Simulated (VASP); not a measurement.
A run of VASP 6.6.1 is set up as follows.

File INCAR:

```
SYSTEM = CdI2
  PREC = Accurate
  ENCUT = 400
  EDIFF = 1E-6
  ISMEAR = 0
  SIGMA = 0.02
  LREAL = .FALSE.
  LASPH = .TRUE.
  NELM = 120
  ALGO = Normal
  ISIF = 2
  LWAVE = .FALSE.
  LCHARG = .FALSE.
  LDIPOL = .TRUE.
  IDIPOL = 3
  DIPOL = 0.5 0.5 0.272
  GGA = PE
  IVDW = 12
  NBANDS = 35
  GGA_COMPAT = .FALSE.
  NELMDL = -8
```

The input KPOINTS:

```
Automatic mesh
0
G
  6 6 1
  0 0 0
```

The input POSCAR:

```
CdI2
1.0
    4.2380649262     -0.0000003315      0.0000000000
   -2.1190321761      3.6702720548      0.0000000000
    0.0000000000      0.0000000000     45.9934443651
Cd I
2 4
Direct
    0.0000000000      0.0000000000      0.1891632751
    0.3333333333      0.6666666667      0.3543924500
    0.3333333333      0.6666666667      0.1513469493
    0.6666666667      0.3333333333      0.2269382260
    0.6666666667      0.3333333333      0.3166174990
    0.0000000000      0.0000000000      0.3922087758
```

Potentials or basis: VASP PAW PBE potentials, release 64 (Cd, I).

Command:

```console
$ cat potpaw_PBE.64/Cd/POTCAR potpaw_PBE.64/I/POTCAR > POTCAR
$ mpirun -np 1 vasp_std > vasp.out
```

**Question.** What does it give for the band gap on the k mesh?

**Answer.** 2.36 eV (least direct gap 2.58 eV).

**Question.** What does it give for the dispersion energy per atom?

**Answer.** -0.275 eV.

**Question.** Estimate the largest force.

**Answer.** 0.020 eV/Å.

Forces in eV/Å, atoms in the order of the input:
```
Cd   0.000  0.000  0.000
Cd   0.000  0.000  0.000
I    0.000  0.000 -0.020
I    0.000  0.000  0.020
I    0.000  0.000 -0.020
I    0.000  0.000  0.020
```

Caveat: spin-orbit coupling is left out, which moves the levels of the heavy elements.
